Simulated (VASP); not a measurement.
A run of VASP 6.6.1:

The input POSCAR:

```
ZrS
1.0
    0.0000000000      2.5714135354      2.5714135354
    2.5714135354      0.0000000000      2.5714135354
    2.5714135354      2.5714135354      0.0000000000
Zr S
1 1
Direct
    0.0000000000      0.0000000000      0.0000000000
    0.5000000000      0.5000000000      0.5000000000
```

The input INCAR.step1:

```
  PREC = Accurate
  ENCUT = 520
  ISMEAR = -1
  SIGMA = 0.05
  LREAL = F
  LASPH = T
  NELM = 150
  LMAXMIX = 4
  LDAU = T
  LDAUTYPE = 2
  LDAUL = 2 -1
  LDAUU = 4.5 0
  LDAUJ = 0 0
  NBANDS = 16
  GGA = PE
  ALGO = Normal
  EDIFF = 1E-4
  LWAVE = T
  LCHARG = F
```

Contents of INCAR.step2:

```
  PREC = Accurate
  ENCUT = 520
  EDIFF = 1E-6
  ISMEAR = -1
  SIGMA = 0.05
  LREAL = F
  LASPH = T
  NELM = 150
  ALGO = Normal
  ISIF = 2
  LWAVE = F
  LCHARG = F
  LMAXMIX = 4
  LDAU = T
  LDAUTYPE = 2
  LDAUL = 2 -1
  LDAUU = 4.5 0
  LDAUJ = 0 0
  LDAUPRINT = 1
  METAGGA = R2SCAN
  LMIXTAU = T
  LUSE_VDW = T
  IVDW_NL = 2
  BPARAM = 11.95
  CPARAM = 0.0093
  NBANDS = 16
  ISTART = 1
```

The input KPOINTS:

```
regular mesh
0
Gamma
  9 9 9
```

Potentials or basis: VASP PAW PBE potentials, release 64 (Zr_sv, S).

Command:

```bash
$ cat potpaw_PBE.64/Zr_sv/POTCAR potpaw_PBE.64/S/POTCAR > POTCAR
$ cp INCAR.step1 INCAR
$ mpirun -np 1 vasp_std > vasp.out
$ cp INCAR.step2 INCAR
$ mpirun -np 1 vasp_std > vasp.out
```

Hardware: 1 thread of Intel Xeon 8259CL, with other jobs on the host.

Task: How long does it take, and how much memory?

Result: It took 2.9 min on 1 thread of Intel Xeon 8259CL (shared host), peak memory 0.27 GiB. Counts: k points 35.
